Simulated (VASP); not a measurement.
BaTiO3: single point with PBE+U

BaTiO3:

```
CELL_PARAMETERS angstrom
4.20863 0.00000 0.00000
0.00000 3.01695 2.81377
0.00000 -3.01695 2.81377
ATOMIC_POSITIONS crystal
Ba 0.00000 0.00808 0.00808
Ti 0.50000 0.51971 0.51971
O 0.00000 0.49163 0.49163
O 0.50000 0.49381 0.98300
O 0.50000 0.98300 0.49381
```

This cell differs from its parent crystal: strain +0.050 along x and y, -0.025 along z.

```yaml
Program: VASP 6.6.1
Task: single point
Functional: PBE
Potentials_or_basis: VASP PAW PBE potentials, release 64 (Ba_sv, Ti_sv, O)
Cutoff: 520 eV
k_mesh: 6 × 6 × 6
Occupations: gaussian, width 0.05 eV
Spin: no spin polarisation
Hubbard_terms: Ti d U = 4.0 eV
Dipole_correction: no
Further_INCAR_settings: ALGO = Normal; EDIFF = 1e-06; NBANDS = 28
```

```yaml
Pressure: -6.8 GPa
Largest_force: 0.240 eV/Å
Band_gap_on_the_k_mesh: 2.16 eV (least direct gap 2.51 eV)
```

Forces in eV/Å, atoms in the order of the input:
```
Ba   0.000  0.000 -0.059
Ti   0.000  0.000 -0.240
O    0.000  0.000  0.193
O    0.000  0.089  0.053
O    0.000 -0.089  0.053
```

Stress tensor (GPa, compression positive):
```
-10.14   0.00   0.00
  0.00 -12.48   0.00
  0.00   0.00   2.23
```

Levels at points of the mesh, in eV from the valence-band top:
```tsv
k point	band 17	band 18	band 19	band 20	band 21	band 22	band 23	band 24
(0.00, 0.00, 0.00)	-0.97	-0.53	-0.52	-0.35	2.16	2.34	2.41	3.49
(0.50, 0.00, 0.00)	-1.44	-1.29	-1.20	-0.79	2.56	3.28	3.51	3.63
(0.00, 0.50, 0.00)	-1.69	-1.64	-0.91	-0.84	2.39	3.43	3.59	3.66
(0.50, 0.50, 0.00)	-1.92	-1.06	-1.04	-0.14	3.39	3.54	3.89	4.11
(0.00, 0.50, 0.50)	-1.81	-0.85	-0.71	-0.09	3.52	3.69	3.90	4.03
(0.50, 0.50, 0.50)	-2.10	-0.09	-0.04	0.00	3.90	4.06	4.15	5.75
```

Eigenvalues of the final occupation matrices:
| site | spin | trace | eigenvalues |
| --- | --- | --- | --- |
| site 2 d | 1 | 0.77 | 0.10 0.10 0.12 0.21 0.23 |
| site 2 d | 2 | 0.77 | 0.10 0.10 0.12 0.21 0.23 |

Wall time 61 s on 1 thread of AMD EPYC 9R45 96-Core Processor (Zen 5) (shared host), peak memory 0.22 GiB.

Caveat: the cell differs from its parent crystal (strain +0.050 along x and y, -0.025 along z); the stress differs along the axes, from -12 to 2 GPa; spin-orbit coupling is left out, which moves the levels of the heavy elements. A k mesh can miss the band edges.
